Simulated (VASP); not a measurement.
# Si3Ge (P6/mmm) in VASP: single point with PBE

Aim: the single point of Si3Ge with PBE.

All numbers are computed with VASP 6.6.1; they aren't measurements. Logs are shortened: lines on timing, memory, paths and dates and some standing lists are left out, and cuts for length are marked.

## (1) The cell of the first run

The structure is hexagonal, space group P6/mmm (No. 191). The conventional cell has a = 2.710 Å, b = 2.710 Å, c = 10.151 Å, α = 90.00°, β = 90.00°, γ = 120.00°. Si (site symmetry 6/mmm) has 8 Si at 2.48 to 2.71 Å within 3.3 Å. Within 3.3 Å of Si (site symmetry 6mm) lie 7 Si at 2.48 to 2.71 Å and 1 Ge at 2.60 Å. Ge (site symmetry 6/mmm) has 2 Si at 2.60 Å and 6 Ge at 2.71 Å within 3.4 Å.

## (2) Single point, PBE

POSCAR reads:

```
Si3Ge
1.0
    2.7103620577      0.0000000000      0.0000000000
   -1.3551810288      2.3472423954      0.0000000000
    0.0000000000      0.0000000000     10.1507152904
Si Ge
3 1
Direct
    0.0000000000      0.0000000000      0.0000000000
    0.0000000000      0.0000000000      0.2443051364
    0.0000000000      0.0000000000      0.7556948636
    0.0000000000      0.0000000000      0.5000000000
```

INCAR.step1 reads:

```
PREC = Accurate
ENCUT = 410
EDIFF = 1E-6
ISMEAR = 0
SIGMA = 0.1
LREAL = F
LASPH = T
NELM = 120
ALGO = Normal
ISIF = 2
LWAVE = F
LCHARG = T
GGA = PE
NBANDS = 21
GGA_COMPAT = F
NEDOS = 2001
LORBIT = 11
```

KPOINTS.step1 reads:

```
Automatic mesh
0
Gamma
  18 18 6
```

INCAR.step2 reads:

```
PREC = Accurate
ENCUT = 410
EDIFF = 1E-6
ISMEAR = -5
SIGMA = 0.1
LREAL = F
LASPH = T
NELM = 120
ALGO = Normal
ISIF = 2
LWAVE = F
LCHARG = F
GGA = PE
LORBIT = 11
NEDOS = 2001
ICHARG = 11
GGA_COMPAT = F
```

KPOINTS.step2 reads:

```
Automatic mesh
0
Gamma
  27 27 9
```

Potentials or basis: VASP PAW PBE potentials, release 64 (Si, Ge_d).

Command:

```console
$ cat potpaw_PBE.64/Si/POTCAR potpaw_PBE.64/Ge_d/POTCAR > POTCAR
$ cp INCAR.step1 INCAR
$ cp KPOINTS.step1 KPOINTS
$ mpirun -np 1 vasp_std > vasp.out
$ cp INCAR.step2 INCAR
$ cp KPOINTS.step2 KPOINTS
$ mpirun -np 1 vasp_std > vasp.out
```

OUTCAR:

```text
PREC = Accurate
   ENCUT = 410
   EDIFF = 1E-6
   ISMEAR = -5
   LREAL = F
   LASPH = T
   NELM = 120
   ISIF = 2
   GGA = PE
   LORBIT = 11
   ICHARG = 11

 ion  position               nearest neighbor table
   1  0.000  0.000  0.000-   2 2.48   3 2.48
   2  0.000  0.000  0.244-   1 2.48   4 2.60
   3  0.000  0.000  0.756-   1 2.48   4 2.60
   4  0.000  0.000  0.500-   2 2.60   3 2.60

  LATTYP: Found a hexagonal cell.
 ALAT       =     2.7103620577
 C/A-ratio  =     3.7451510441

  Lattice vectors:

 A1 = (   2.7103620577,   0.0000000000,   0.0000000000)
 A2 = (  -1.3551810288,   2.3472423954,   0.0000000000)
 A3 = (   0.0000000000,   0.0000000000,  10.1507152904)

Analysis of symmetry for initial positions (statically):
=====================================================================
 Subroutine PRICEL returns:
 Original cell was already a primitive cell.

 Routine SETGRP: Setting up the symmetry group for a
 hexagonal supercell.

 Subroutine GETGRP returns: Found 24 space group operations
 (whereof 24 operations were pure point group operations)
 out of a pool of 24 trial point group operations.

The static configuration has the point symmetry D_6h.

Analysis of symmetry for dynamics (positions and initial velocities):
=====================================================================
 Subroutine PRICEL returns:
 Original cell was already a primitive cell.

 Routine SETGRP: Setting up the symmetry group for a
 hexagonal supercell.

 Subroutine GETGRP returns: Found 24 space group operations
 (whereof 24 operations were pure point group operations)
 out of a pool of 24 trial point group operations.

The dynamic configuration has the point symmetry D_6h.

 Subroutine INISYM returns: Found 24 space group operations
 (whereof 24 operations are pure point group operations),
 and found     1 'primitive' translations

----------------------------------------------------------------------------------------

                                     Primitive cell

  volume of cell :      64.5776

  direct lattice vectors                    reciprocal lattice vectors
     2.710362058  0.000000000  0.000000000     0.368954397  0.213015921  0.000000000
    -1.355181029  2.347242395  0.000000000     0.000000000  0.426031841  0.000000000
     0.000000000  0.000000000 10.150715290     0.000000000  0.000000000  0.098515225

[... 98 lines left out ...]
   TEBEG  =    0.0;   TEEND  =   0.0 temperature during run
   PSTRESS=    0.0 pullay stress
   NELECT =      26.0000    total number of electrons
   NUPDOWN=      -1.0000    fix difference up-down
   EMIN   =  10.00;   EMAX   =-10.00  energy-range for DOS
   EFERMI =   0.00;   METHOD = LEGACY
   ISMEAR =    -5;   SIGMA  =   0.10  broadening in eV -4-tet -1-fermi 0-gaus
   EFERMI_NEDOS =   21; number of points for ismear=-14 and -15
   IALGO  =     38    algorithm
   IMIX   =      4    mixing-type and parameters
     AMIX     =   0.40;   BMIX     =  1.00
     AMIX_MAG =   1.60;   BMIX_MAG =  1.00
  volume/ion in A,a.u.               =      16.14       108.95
  Fermi-wavevector in a.u.,A,eV,Ry     =   1.208849  2.284393 19.882403  1.461315
  Thomas-Fermi vector in A             =   2.344444
   LORBIT       =     11    0 simple, 1 ext, 2 COOP (PROOUT), +10 PAW based schemes
   GGA     = PE    functional components
   LHFCALC =     F    Hartree Fock is set to
   AEXX    =    0.0000 exact exchange contribution
   IVDW    =     0    specifies the selected vdW correction
   LEPSILON=     F    determine dielectric tensor
   LRPA    =     F    only Hartree local field effects (RPA)
 non-spin polarized calculation
 Fermi weights with tetrahedron method with Bloechl corrections
  energy-cutoff  :      410.00
  volume of cell :       64.58
 maximum number of plane-waves:      1257
 NGX is ok and might be reduce to    18

 number of electron      26.0000016 magnetization

 Free energy of the ion-electron system (eV)
  ---------------------------------------------------
  ext. energy  EPLUGINS =         0.00000000
  ---------------------------------------------------
  free energy    TOTEN  =       -19.45007672 eV

  energy without entropy =      -19.45007672  energy(sigma->0) =      -19.45007672

 E-fermi :   8.4815     XC(G=0): -11.0215

 val. band max:        8.6364264790   @ k =   0.2593   0.0000   0.0000
 cond. band min:       8.3572932628   @ k =   0.1852   0.0000   0.0000
 fundamental gap:     -0.2791332162
 Fermi energy:         8.4815067777

 k-point     1 :       0.0000    0.0000    0.0000
  band No.  band energies     occupation
      1     -16.2748      2.00000
      2     -16.2748      2.00000
      3     -16.2561      2.00000
      4     -16.0962      2.00000
      5     -16.0962      2.00000
      6      -5.2286      2.00000
[... 457 lines left out ...]
      4     -16.1167      2.00000
      5     -16.0968      2.00000
      6      -1.2190      2.00000
[... 9 lines left out ...]
     16      11.3253      0.00000
     17      12.3256      0.00000

 [... further k-points ...]

------------------------ aborting loop because EDIFF is reached ----------------------------------------

  FORCE on cell =-STRESS in cart. coord.  units (eV):
  Direction    XX          YY          ZZ          XY          YZ          ZX
  --------------------------------------------------------------------------------------
  -------------------------------------------------------------------------------------
  Total       -0.1912065     -0.1912065     -0.8766790     -0.0000000      0.0000000      0.0000000
  in kB       -4.7438545     -4.7438545    -21.7505024     -0.0000000      0.0000000      0.0000000
  external PRESSURE =     -10.4127371 kB  Pullay stress =       0.0000000 kB

 VOLUME and BASIS-vectors are now :
 -----------------------------------------------------------------------------
  energy-cutoff  :      410.00
  volume of cell :       64.58
      direct lattice vectors                 reciprocal lattice vectors
     2.710362058  0.000000000  0.000000000     0.368954397  0.213015921  0.000000000
    -1.355181029  2.347242395  0.000000000     0.000000000  0.426031841  0.000000000
     0.000000000  0.000000000 10.150715290     0.000000000  0.000000000  0.098515225

 POSITION                                       TOTAL-FORCE (eV/Angst)
 -----------------------------------------------------------------------------------
      0.00000      0.00000      0.00000        -0.000000      0.000000      0.000000
      0.00000      0.00000      2.47987         0.000000     -0.000000     -0.071670
      0.00000      0.00000      7.67084        -0.000000     -0.000000      0.071670
      0.00000      0.00000      5.07536        -0.000000      0.000000      0.000000
 -----------------------------------------------------------------------------------
    total drift:                               -0.000000      0.000000      0.000000

  FREE ENERGIE OF THE ION-ELECTRON SYSTEM (eV)
  ---------------------------------------------------
  free  energy   TOTEN  =       -19.4500767192 eV

  energy  without entropy=      -19.4500767192  energy(sigma->0) =      -19.45007672

 total charge

# of ion       s       p       d       tot
------------------------------------------
    1        0.797   0.785   0.000   1.583
    2        0.802   0.760   0.000   1.563
    3        0.802   0.760   0.000   1.563
    4        1.199   1.104  10.051  12.353
--------------------------------------------------
tot          3.600   3.410  10.051  17.061
```

OUTCAR.step1:

```text
PREC = Accurate
   ENCUT = 410
   EDIFF = 1E-6
   ISMEAR = 0
   LREAL = F
   LASPH = T
   NELM = 120
   ISIF = 2
   GGA = PE
   LORBIT = 11

[... 806 lines left out ...]
    total drift:                                0.000000      0.000000      0.000000

  FREE ENERGIE OF THE ION-ELECTRON SYSTEM (eV)
  ---------------------------------------------------
  free  energy   TOTEN  =       -19.4503371398 eV

  energy  without entropy=      -19.4418966663  energy(sigma->0) =      -19.44611690

 total charge

# of ion       s       p       d       tot
------------------------------------------
    1        0.798   0.780   0.000   1.577
    2        0.803   0.762   0.000   1.565
    3        0.803   0.762   0.000   1.565
    4        1.201   1.106  10.052  12.358
--------------------------------------------------
tot          3.604   3.410  10.052  17.066
```

Wall time 8.9 min (1 thread of Intel Xeon 8259CL, shared host); peak memory 0.38 GiB.

What came out:

```
Valence electrons inside the program's atomic spheres : Si 1.58, 1.56 (each value once); Ge 12.35
```

Levels at points of the mesh, in eV from the Fermi level:
```tsv
k point	band 9	band 10	band 11	band 12	band 13	band 14	band 15	band 16	band 17
(0.00, 0.00, 0.00)	-9.01	-6.68	-0.99	-0.84	7.53	8.10	9.30	9.30	10.40
```

Caveat: the highest band is partly filled, so the run has too few bands.
